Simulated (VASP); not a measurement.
# Sr2BN4 (I4/mmm) in VASP: single point with PBE

Aim: the single point of Sr2BN4 with PBE.

Everything below comes from runs of VASP 6.6.1. Logs are shortened: lines on timing, memory, paths and dates and some standing lists are left out, and cuts for length are marked.

## (1) The cell of the first run

Symmetry: I4/mmm, No. 139, tetragonal system. The conventional cell has a = 3.671 Å, b = 3.671 Å, c = 13.323 Å, α = 90.00°, β = 90.00°, γ = 90.00°. Sr (site symmetry 4mm) has 9 N at 2.48 to 3.13 Å and 4 B at 3.09 Å within 3.3 Å. B (site symmetry 4/mmm) has 6 N at 1.84 to 1.85 Å within 2.4 Å. N (site symmetry 4mm) has 1 B at 1.85 Å within 2.5 Å. Within 2.4 Å of N (site symmetry mmm) lie 2 B at 1.84 Å.

## (2) Single point, PBE

Input file INCAR:

```
SYSTEM = Sr2BN4
PREC     = Accurate       ! precision mode
ENCUT    = 520            ! plane-wave cutoff, eV
EDIFF    = 1E-6           ! SCF threshold, eV
ISMEAR   = 0              ! smearing method
SIGMA    = 0.1            ! smearing width, eV
LREAL    = .FALSE.        ! projectors in reciprocal space
LASPH    = .TRUE.         ! aspherical terms in the spheres
NELM     = 100            ! most SCF steps
ALGO     = Normal         ! electronic algorithm
ISIF     = 2              ! what is computed and relaxed
LWAVE    = .FALSE.        ! write WAVECAR
LCHARG   = .FALSE.        ! write CHGCAR
GGA      = PE             ! functional
NBANDS   = 30             ! bands
```

Input file KPOINTS:

```
regular mesh
0
G
  6 6 6
  0 0 0
```

Input file POSCAR:

```
Sr2BN4
1.0
   -1.8354730100      1.8354730100      6.6612898100
    1.8354730100     -1.8354730100      6.6612898100
    1.8354730100      1.8354730100     -6.6612898100
Sr B N
2 1 4
Direct
    0.3743041800      0.3743041800      0.0000000000
    0.6256958200      0.6256958200      0.0000000000
    0.0000000000      0.0000000000      0.0000000000
    0.8608367800      0.8608367800      0.0000000000
    0.0000000000      0.5000000000      0.5000000000
    0.5000000000      0.0000000000      0.5000000000
    0.1391632200      0.1391632200      0.0000000000
```

Potentials or basis: VASP PAW PBE potentials, release 64 (Sr_sv, B, N).

Launch:

```sh
$ cat potpaw_PBE.64/Sr_sv/POTCAR potpaw_PBE.64/B/POTCAR potpaw_PBE.64/N/POTCAR > POTCAR
$ mpirun -np 1 vasp_std > vasp.out
```

OUTCAR:

```text
SYSTEM = Sr2BN4
   PREC = Accurate
   ENCUT = 520
   EDIFF = 1E-6
   ISMEAR = 0
   LREAL = .FALSE.
   LASPH = .TRUE.
   NELM = 100
   ISIF = 2
   GGA = PE

 ion  position               nearest neighbor table
   1  0.374  0.374  0.000-   5 2.48   6 2.48   5 2.48   6 2.48   4 2.60   4 2.60   4 2.60   4 2.60
                             3 3.09   3 3.09   3 3.09   3 3.09   7 3.13   2 3.35   2 4.21   2 4.21
   2  0.626  0.626  0.000-   5 2.48   6 2.48   6 2.48   5 2.48   7 2.60   7 2.60   7 2.60   7 2.60
                             3 3.09   3 3.09   3 3.09   3 3.09   4 3.13   1 3.35   1 4.21   1 4.21
   3  0.000  0.000  0.000-   5 1.84   6 1.84   5 1.84   6 1.84   4 1.85   7 1.85   1 3.09   2 3.09
                             1 3.09   2 3.09   1 3.09   2 3.09   2 3.09   1 3.09
   4  0.861  0.861  0.000-   3 1.85   1 2.60   1 2.60   1 2.60   1 2.60   2 3.13
   5  0.000  0.500  0.500-   3 1.84   3 1.84   2 2.48   1 2.48   2 2.48   1 2.48
   6  0.500  0.000  0.500-   3 1.84   3 1.84   2 2.48   1 2.48   1 2.48   2 2.48
   7  0.139  0.139  0.000-   3 1.85   2 2.60   2 2.60   2 2.60   2 2.60   1 3.13

  LATTYP: Found a body centered tetragonal cell.
 ALAT       =     3.6709460200
 C/A-ratio  =     3.6291951850

  Lattice vectors:

 A1 = (  -1.8354730100,   1.8354730100,   6.6612898100)
 A2 = (   1.8354730100,  -1.8354730100,   6.6612898100)
 A3 = (   1.8354730100,   1.8354730100,  -6.6612898100)

Analysis of symmetry for initial positions (statically):
=====================================================================
 Subroutine PRICEL returns:
 Original cell was already a primitive cell.

 Routine SETGRP: Setting up the symmetry group for a
 body centered tetragonal supercell.

 Subroutine GETGRP returns: Found 16 space group operations
 (whereof 16 operations were pure point group operations)
 out of a pool of 16 trial point group operations.

The static configuration has the point symmetry D_4h.

Analysis of symmetry for dynamics (positions and initial velocities):
=====================================================================
 Subroutine PRICEL returns:
 Original cell was already a primitive cell.

 Routine SETGRP: Setting up the symmetry group for a
 body centered tetragonal supercell.

 Subroutine GETGRP returns: Found 16 space group operations
 (whereof 16 operations were pure point group operations)
 out of a pool of 16 trial point group operations.

The dynamic configuration has the point symmetry D_4h.

 Subroutine INISYM returns: Found 16 space group operations
 (whereof 16 operations are pure point group operations),
 and found     1 'primitive' translations

----------------------------------------------------------------------------------------

                                     Primitive cell

  volume of cell :      89.7665

  direct lattice vectors                    reciprocal lattice vectors
    -1.835473010  1.835473010  6.661289810     0.000000000  0.272409345  0.075060538
     1.835473010 -1.835473010  6.661289810     0.272409345  0.000000000  0.075060538
     1.835473010  1.835473010 -6.661289810     0.272409345  0.272409345  0.000000000

  length of vectors
     7.149175076  7.149175076  7.149175076     0.282561384  0.282561384  0.385244990

  position of ions in fractional coordinates (direct lattice)
     0.374304180  0.374304180  0.000000000
     0.625695820  0.625695820  0.000000000
     0.000000000  0.000000000  0.000000000
     0.860836780  0.860836780  0.000000000
     0.000000000  0.500000000  0.500000000
     0.500000000  0.000000000  0.500000000
     0.139163220  0.139163220  0.000000000

  ion indices of the primitive-cell ions
   primitive index   ion index
                 1           1
                 2           2
                 3           3
                 4           4
                 5           5
                 6           6
                 7           7

----------------------------------------------------------------------------------------

 KPOINTS: regular mesh

Automatic generation of k-mesh.
 Grid dimensions read from file:
 generate k-points for:    6    6    6

 Generating k-lattice:

  Cartesian coordinates                     Fractional coordinates (reciprocal lattice)
     0.000000000  0.045401557  0.012510090     0.166666667  0.000000000  0.000000000
     0.045401557  0.000000000  0.012510090     0.000000000  0.166666667  0.000000000
     0.045401557  0.045401557  0.000000000     0.000000000  0.000000000  0.166666667

  Length of vectors
     0.047093564  0.047093564  0.064207498

  Shift w.r.t. Gamma in fractional coordinates (k-lattice)
     0.000000000  0.000000000  0.000000000

 Subroutine IBZKPT returns following result:
 ===========================================

 Found     30 irreducible k-points:

 Following reciprocal coordinates:
            Coordinates               Weight
  0.000000  0.000000  0.000000      1.000000
  0.166667 -0.000000  0.000000      8.000000
  0.333333 -0.000000  0.000000      8.000000
  0.500000 -0.000000  0.000000      4.000000
  0.166667  0.166667  0.000000      8.000000
  0.333333  0.166667  0.000000     16.000000
[... 16 lines left out ...]
 -0.333333 -0.333333  0.166667      8.000000
 -0.166667 -0.333333  0.166667      8.000000
 [... further k-points ...]
   k-points           NKPTS =     30   k-points in BZ     NKDIM =     30   number of bands    NBANDS=     30
   number of dos      NEDOS =    301   number of ions     NIONS =      7
   total plane-waves  NPLWV = 157464
   dimension x,y,z NGX =    54 NGY =   54 NGZ =   54
   dimension x,y,z NGXF=   108 NGYF=  108 NGZF=  108
   ions per type =               2   1   4
   NGX,Y,Z   is equivalent  to a cutoff of  12.56, 12.56, 12.56 a.u.
   NGXF,Y,Z  is equivalent  to a cutoff of  25.11, 25.11, 25.11 a.u.
 SYSTEM =  Sr2BN4
   PREC   = accura    normal or accurate (medium, high low for compatibility)
   ISTART =      0    job   : 0-new  1-cont  2-samecut
   ICHARG =      2    charge: 1-file 2-atom 10-const
   ISPIN  =      1    spin polarized calculation?
   LNONCOLLINEAR =      F non collinear calculations
   LSORBIT =      F    spin-orbit coupling
   LASPH  =      T    aspherical Exc in radial PAW
   ENCUT  =  520.0 eV  38.22 Ry    6.18 a.u.  13.29 13.29 13.29*2*pi/ulx,y,z
   NELM   =    100;   NELMIN=  2; NELMDL= -5     # of ELM steps
   EDIFF  = 0.1E-05   stopping-criterion for ELM
   LREAL  =      F    real-space projection
   EDIFFG = 0.1E-04   stopping-criterion for IOM
   NSW    =      0    number of steps for IOM
   IBRION =     -1    ionic relax: 0-MD 1-quasi-New 2-CG
   NFREE  =      0    steps in history (QN), initial steepest desc. (CG)
   ISIF   =      2    stress and relaxation
   ISYM   =      2    0-nonsym 1-usesym 2-fastsym
   POTIM  = 0.5000    time-step for ionic-motion
   TEBEG  =    0.0;   TEEND  =   0.0 temperature during run
   PSTRESS=    0.0 pullay stress
   NELECT =      43.0000    total number of electrons
   NUPDOWN=      -1.0000    fix difference up-down
   EMIN   =  10.00;   EMAX   =-10.00  energy-range for DOS
   EFERMI =   0.00;   METHOD = LEGACY
   ISMEAR =     0;   SIGMA  =   0.10  broadening in eV -4-tet -1-fermi 0-gaus
   EFERMI_NEDOS =   21; number of points for ismear=-14 and -15
   IALGO  =     38    algorithm
   IMIX   =      4    mixing-type and parameters
     AMIX     =   0.40;   BMIX     =  1.00
     AMIX_MAG =   1.60;   BMIX_MAG =  1.00
  volume/ion in A,a.u.               =      12.82        86.54
  Fermi-wavevector in a.u.,A,eV,Ry     =   1.280932  2.420611 22.324273  1.640788
  Thomas-Fermi vector in A             =   2.413332
   LORBIT       =      0    0 simple, 1 ext, 2 COOP (PROOUT), +10 PAW based schemes
   GGA     = PE    functional components
   LHFCALC =     F    Hartree Fock is set to
   AEXX    =    0.0000 exact exchange contribution
   IVDW    =     0    specifies the selected vdW correction
   LEPSILON=     F    determine dielectric tensor
   LRPA    =     F    only Hartree local field effects (RPA)
 non-spin polarized calculation
 Gauss-broadening in eV      SIGMA  =   0.10
  energy-cutoff  :      520.00
  volume of cell :       89.77
 maximum number of plane-waves:      2438
 NGX is ok and might be reduce to    54
   NGX = 27   NGY = 27   NGZ = 27

 number of electron      43.0000000 magnetization

 Free energy of the ion-electron system (eV)
  ---------------------------------------------------
  ext. energy  EPLUGINS =         0.00000000
  ---------------------------------------------------
  free energy    TOTEN  =       -38.71497567 eV

  energy without entropy =      -38.66931608  energy(sigma->0) =      -38.69214587

 E-fermi :   3.2052     XC(G=0): -10.6299

 val. band max:        3.1989351994   @ k =   0.5000   0.1667   0.0000
 cond. band min:       3.2054296876   @ k =   0.5000   0.5000   0.1667
 fundamental gap:      0.0064944882
 Fermi energy:         3.2052099005

 k-point     1 :       0.0000    0.0000    0.0000
  band No.  band energies     occupation
      1     -29.4755      2.00000
      2     -29.3887      2.00000
      3     -14.0207      2.00000
      4     -11.5126      2.00000
      5     -11.5126      2.00000
      6     -11.4782      2.00000
[... 22 lines left out ...]
     29       9.5778      0.00000
     30      10.2803      0.00000

 k-point     2 :       0.1667   -0.0000    0.0000
  band No.  band energies     occupation
      1     -29.4604      2.00000
      2     -29.3786      2.00000
      3     -13.9299      2.00000
      4     -12.1552      2.00000
      5     -11.8401      2.00000
      6     -11.4831      2.00000
[... 22 lines left out ...]
     29      10.0120      0.00000
     30      10.4884      0.00000

 k-point     3 :       0.3333   -0.0000    0.0000
  band No.  band energies     occupation
      1     -29.4296      2.00000
      2     -29.3584      2.00000
      3     -13.7692      2.00000
      4     -12.7504      2.00000
      5     -12.4038      2.00000
      6     -11.4418      2.00000
[... 682 lines left out ...]
     29       9.9948      0.00000
     30      11.3793      0.00000

 k-point    24 :      -0.1667   -0.3333    0.1667
  band No.  band energies     occupation
      1     -29.4553      2.00000
      2     -29.3838      2.00000
      3     -13.9376      2.00000
      4     -12.1134      2.00000
      5     -11.8118      2.00000
      6     -11.5197      2.00000
[... 22 lines left out ...]
     29       9.9236      0.00000
     30      10.8488      0.00000

 [... further k-points ...]
[... 5 lines left out ...]
  --------------------------------------------------------------------------------------
  -------------------------------------------------------------------------------------
  Total        2.9285994      2.9285994     -2.5963622      0.0000000      0.0000000      0.0000000
  in kB       52.2704490     52.2704490    -46.3405877      0.0000000      0.0000000      0.0000000
  external PRESSURE =      19.4001034 kB  Pullay stress =       0.0000000 kB

 VOLUME and BASIS-vectors are now :
 -----------------------------------------------------------------------------
  energy-cutoff  :      520.00
  volume of cell :       89.77
      direct lattice vectors                 reciprocal lattice vectors
    -1.835473010  1.835473010  6.661289810     0.000000000  0.272409345  0.075060538
     1.835473010 -1.835473010  6.661289810     0.272409345  0.000000000  0.075060538
     1.835473010  1.835473010 -6.661289810     0.272409345  0.272409345  0.000000000

 POSITION                                       TOTAL-FORCE (eV/Angst)
 -----------------------------------------------------------------------------------
      0.00000      0.00000      4.98670         0.000000      0.000000     -1.965607
      0.00000      0.00000      8.33588        -0.000000     -0.000000      1.965607
      0.00000      0.00000      0.00000        -0.000000     -0.000000     -0.000000
      0.00000      0.00000     11.46857        -0.000000     -0.000000      1.619682
      1.83547      0.00000      0.00000        -0.000000     -0.000000     -0.000000
      0.00000      1.83547      0.00000        -0.000000     -0.000000     -0.000000
      0.00000      0.00000      1.85401         0.000000      0.000000     -1.619682
 -----------------------------------------------------------------------------------
    total drift:                                0.000000     -0.000000     -0.000000

  FREE ENERGIE OF THE ION-ELECTRON SYSTEM (eV)
  ---------------------------------------------------
  free  energy   TOTEN  =       -38.7149756704 eV

  energy  without entropy=      -38.6693160778  energy(sigma->0) =      -38.69214587
```

It took 4.8 min on 1 thread of Intel Xeon Platinum 8259CL at 2.50GHz (Skylake/Cascade Lake), shared host; peak memory 0.43 GiB.

Results:

* Free energy: -38.7150 eV
* Pressure: 1.9 GPa
* Largest force: 1.966 eV/Å

Forces in eV/Å, atoms in the order of the input:
```
Sr   0.000  0.000 -1.966
Sr   0.000  0.000  1.966
B    0.000  0.000  0.000
N    0.000  0.000  1.620
N    0.000  0.000  0.000
N    0.000  0.000  0.000
N    0.000  0.000 -1.620
```

Levels at points of the mesh, in eV from the Fermi level:
| k point | band 17 | band 18 | band 19 | band 20 | band 21 | band 22 | band 23 | band 24 | band 25 | band 26 |
| --- | --- | --- | --- | --- | --- | --- | --- | --- | --- | --- |
| (0.00, 0.00, 0.00) | -1.76 | -0.74 | -0.74 | -0.38 | -0.38 | 0.24 | 0.62 | 0.62 | 3.84 | 5.39 |
| (0.50, 0.00, 0.00) | -1.85 | -1.68 | -1.47 | -1.43 | -0.53 | -0.08 | -0.06 | 0.66 | 5.26 | 5.58 |
| (0.50, 0.50, 0.00) | -2.09 | -0.80 | -0.39 | -0.21 | 0.12 | 0.29 | 0.44 | 0.96 | 5.33 | 6.30 |
| (0.50, 0.50, 0.50) | -1.73 | -0.89 | -0.89 | -0.48 | -0.26 | -0.26 | 0.58 | 0.58 | 4.56 | 4.99 |

Caveat: the k points lie up to 0.40 Å⁻¹ apart; forces of over 1 eV/Å act on the atoms, so gaps and moduli don't describe the material at rest.
